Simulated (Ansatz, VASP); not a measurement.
# Two plane-wave programs on Pt

```
CELL_PARAMETERS angstrom
0.00000 -1.95897 -1.95897
0.00000 1.95897 -1.95897
3.91794 0.00000 0.00000
ATOMIC_POSITIONS crystal
Pt 0.52266 0.48867 0.50000
Pt 0.97734 0.01133 0.00000
```

Change from the starting cell: mode 4 frozen in at -0.067 Å and mode 5 at -0.022 Å (largest displacements).

Alike in both runs: task single point; functional PBEsol; k mesh 16 × 16 × 12; occupations gaussian, width 0.15 eV; no spin polarisation.

|  | VASP | Ansatz |
| --- | --- | --- |
| version | VASP 6.6.1 | Ansatz 0.2.0 |
| potentials or method | VASP PAW PBE potentials, release 64 (Pt), cutoff 520 eV | scalar-relativistic, plane waves, PAW |
| valence electrons in the cell | 20 | 36 |

Ansatz gave:

| Property | Result |
| --- | --- |
| gap on the k mesh at the Fermi level (eV) | none |
| pressure (GPa) | 1.5 |
| traceless stress, the component that is largest in VASP (GPa) | -1.29 |
| rms of the force components (eV/Å) | 0.479 |

Task: Estimate VASP's values.

Result: gap on the k mesh at the Fermi level (eV): none; pressure (GPa): 1.1; traceless stress, the component that is largest in VASP (GPa): -1.28; rms of the force components (eV/Å): 0.476.

VASP's potentials were made for PBE, not for PBEsol, and Ansatz warns of the same on its side. Atom by atom the forces differ by 0.003 eV/Å (rms over components). A gap of «none» marks a metal or a gap that the smearing closes. VASP's potentials hold 20 valence electrons a cell and Ansatz's 36, so a difference there can come from the potentials and not from the codes.

Neither program's run includes spin-orbit coupling.
